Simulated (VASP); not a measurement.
Set up this calculation in VASP 6.6.1, as the native input.

| Quantity | Value |
| --- | --- |
| Task | single point |
| Functional | r2SCAN |
| Dispersion | D4 |
| Potentials or basis | VASP PAW PBE potentials, release 64 (Si) |
| Cutoff | 520 eV |
| k mesh | 8 × 8 × 8 |
| Occupations | fermi-dirac, width 0.05 eV |
| Spin | no spin polarisation |
| Dipole correction | no |
| Further INCAR settings | ALGO = Normal; EDIFF = 1e-06; NBANDS = 11 |

Si:

```
Si
1.0
     0.00000    2.72185    2.72185
     2.72185    0.00000    2.72185
     2.72185    2.72185    0.00000
Si
2
Direct
  0.50000 0.50000 0.50000
  0.75000 0.75000 0.75000
```

One way to write it, as run:

POSCAR

```
Si
1.0
    0.0000000000      2.7218511865      2.7218511865
    2.7218511865      0.0000000000      2.7218511865
    2.7218511865      2.7218511865      0.0000000000
Si
2
Direct
    0.5000000000      0.5000000000      0.5000000000
    0.7500000000      0.7500000000      0.7500000000
```

INCAR.step1

```
SYSTEM = Si
PREC     = Accurate       ! precision mode
ENCUT    = 520            ! plane-wave cutoff, eV
ISMEAR   = -1             ! smearing method
SIGMA    = 0.05           ! smearing width, eV
LREAL    = .False.        ! projectors in reciprocal space
LASPH    = .True.         ! aspherical terms in the spheres
NELM     = 80             ! most SCF steps
NBANDS   = 11             ! bands
GGA      = PE             ! functional
ALGO     = Normal         ! electronic algorithm
EDIFF    = 1E-4           ! SCF threshold, eV
LWAVE    = .True.         ! write WAVECAR
LCHARG   = .False.        ! write CHGCAR
```

INCAR.step2

```
SYSTEM = Si
PREC     = Accurate       ! precision mode
ENCUT    = 520            ! plane-wave cutoff, eV
EDIFF    = 1E-6           ! SCF threshold, eV
ISMEAR   = -1             ! smearing method
SIGMA    = 0.05           ! smearing width, eV
LREAL    = .False.        ! projectors in reciprocal space
LASPH    = .True.         ! aspherical terms in the spheres
NELM     = 80             ! most SCF steps
ALGO     = Normal         ! electronic algorithm
ISIF     = 2              ! what is computed and relaxed
LWAVE    = .False.        ! write WAVECAR
LCHARG   = .False.        ! write CHGCAR
METAGGA  = R2SCAN         ! meta-GGA
LMIXTAU  = .True.       
IVDW     = 13             ! dispersion correction
VDW_S6   = 1.0          
VDW_S8   = 0.6018749    
VDW_A1   = 0.51559235   
VDW_A2   = 5.77342911   
NBANDS   = 11             ! bands
ISTART   = 1
```

KPOINTS

```
regular mesh
0
Gamma
  8 8 8
  0 0 0
```

Potentials or basis: VASP PAW PBE potentials, release 64 (Si).

Run with:

```sh
$ cat potpaw_PBE.64/Si/POTCAR > POTCAR
$ cp INCAR.step1 INCAR
$ mpirun -np 1 vasp_std > vasp.out
$ cp INCAR.step2 INCAR
$ mpirun -np 1 vasp_std > vasp.out
```

It gave:

| Property | Result |
| --- | --- |
| Pressure | -1.0 GPa |
| Band gap on the k mesh | 0.83 eV, indirect (least direct gap 2.75 eV) |
| Dispersion energy per atom | -0.118 eV |

Caveat: the PAW data sets were made with another functional, which shifts forces and pressure a little.

Wall time 32 s on 1 thread of Intel(R) Xeon(R) Platinum 8488C (Sapphire Rapids), on a shared host, peak memory 0.16 GiB.
